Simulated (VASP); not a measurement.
The system is Al4B3Sb.

```xyz
8
Lattice="3.2798 0.0000 0.0000 0.0000 3.0859 0.0000 -0.0150 0.0000 10.9362" Properties=species:S:1:pos:R:3 pbc="T T T"
Al    1.5579    1.5430    5.4320
Al    0.0136    1.5430    9.2928
Al    1.6636    0.0000    7.6293
Al    0.0186    0.0000    0.7851
B     1.6306    1.5430   10.9037
B    -0.0074    1.5430    7.0751
B     1.6565    0.0000    9.9862
Sb    3.2311    0.0000    3.5766
```

The cell was built from a structure type or drawn by symmetry, and may not be a known phase.

```yaml
Program: VASP 6.6.1
Task: relaxation of cell and atoms
Functional: PBE
Potentials_or_basis: VASP PAW PBE potentials, release 64 (Al, B, Sb)
Cutoff: 600 eV
k_mesh: 6 × 6 × 2
Occupations: gaussian, width 0.1 eV
Spin: no spin polarisation
```

At the start: pressure 0.2 GPa; volume 13.84 Å³/atom.

Where does the relaxation end?

Over 17 steps the energy falls by 26.1 meV/atom and the volume is 14.10 Å³/atom (+1.9 %); space group Pm (No. 6, to 0.1 Å) before and after.

The path:
| step | energy change (eV) | largest force (eV/Å) | pressure (GPa) | volume (Å³) |
| --- | --- | --- | --- | --- |
| 1 | 0.0000 | 0.7899 | 0.17 | 110.69 |
| 2 | -0.0542 | 0.5713 | -0.11 | 110.92 |
| 3 | -0.0849 | 0.2742 | -0.20 | 111.16 |
| 4 | -0.0884 | 0.3952 | -0.18 | 111.26 |
| 5 | -0.1229 | 0.3194 | 0.41 | 111.06 |
| 6 | -0.1398 | 0.2835 | 1.35 | 110.72 |
| 7 | -0.1545 | 0.2988 | 1.14 | 111.08 |
| 8 | -0.1699 | 0.3621 | 0.76 | 111.87 |
| 9 | -0.1863 | 0.3079 | 0.31 | 112.23 |
| 10 | -0.1987 | 0.1919 | -0.76 | 113.12 |
| 11 | -0.1995 | 0.2135 | -0.56 | 112.94 |
| 12 | -0.2025 | 0.1652 | -0.24 | 112.62 |
| 13 | -0.2049 | 0.0645 | 0.42 | 111.97 |
| 14 | -0.2065 | 0.0520 | 0.25 | 112.18 |
| 15 | -0.2073 | 0.0785 | 0.02 | 112.49 |
| 16 | -0.2081 | 0.0563 | -0.02 | 112.61 |
| 17 | -0.2087 | 0.0385 | -0.10 | 112.83 |

Final structure:
```
Al B Sb
1.0
     3.25055    0.00000   -0.00760
     0.00000    3.00366    0.00000
    -0.03652    0.00000   11.55674
Al B Sb
4 3 1
Cartesian
  1.5841 1.5018 5.9460
  -0.0212 1.5018 9.8079
  1.5984 0.0000 8.1069
  0.0292 0.0000 0.7855
  1.6083 1.5018 11.4446
  3.2187 1.5018 7.5513
  1.6074 0.0000 10.5132
  3.1948 0.0000 3.5980
```
